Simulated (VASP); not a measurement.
Wanted: the native input for a VASP 6.6.1 run.

```yaml
Task: single point
Functional: PBE
Potentials_or_basis: VASP PAW PBE potentials, release 64 (Al, N)
Cutoff: 520 eV
k_mesh: 10 × 10 × 10
Occupations: fermi-dirac, width 0.02 eV
Spin: no spin polarisation
Dipole_correction: no
Further_INCAR_settings: ALGO = Normal; EDIFF = 1e-06; NBANDS = 11
```

The structure of AlN lies in POSCAR:

```
AlN
1.0
    0.0587843221      2.1781144422      2.1781144422
    2.1781144422      0.0587843221      2.1781144422
    2.1781144422      2.1781144422      0.0587843221
Al N
1 1
Direct
    0.0019441439      0.0019441439      0.0019441439
    0.2480558561      0.2480558561      0.2480558561
```

This cell differs from its parent crystal: epitaxial 111 strain -3.0%.

One way to write it, as run:

INCAR

```
  ALGO = Normal
  EDIFF = 1E-6
  ENCUT = 520
  GGA = PE
  ISIF = 2
  ISMEAR = -1
  LASPH = T
  LCHARG = F
  LREAL = F
  LWAVE = F
  NBANDS = 11
  NELM = 100
  PREC = Accurate
  SIGMA = 0.02
```

KPOINTS

```
k-points
0
Gamma
  10 10 10
```

Potentials or basis: VASP PAW PBE potentials, release 64 (Al, N).

Launch:

```bash
$ cat potpaw_PBE.64/Al/POTCAR potpaw_PBE.64/N/POTCAR > POTCAR
$ mpirun -np 1 vasp_std > vasp.out
```

It gave:

| Quantity | Value |
| --- | --- |
| Pressure | 16.1 GPa |
| Largest force | 0.041 eV/Å |
| Band gap on the k mesh | 3.18 eV, indirect (least direct gap 4.44 eV) |

Caveat: the cell differs from its parent crystal (epitaxial 111 strain -3.0%).

Wall time 15 s on 1 thread of Intel(R) Xeon(R) Platinum 8259CL CPU @ 2.50GHz (Skylake/Cascade Lake), with other jobs on the host, peak memory 0.14 GiB.
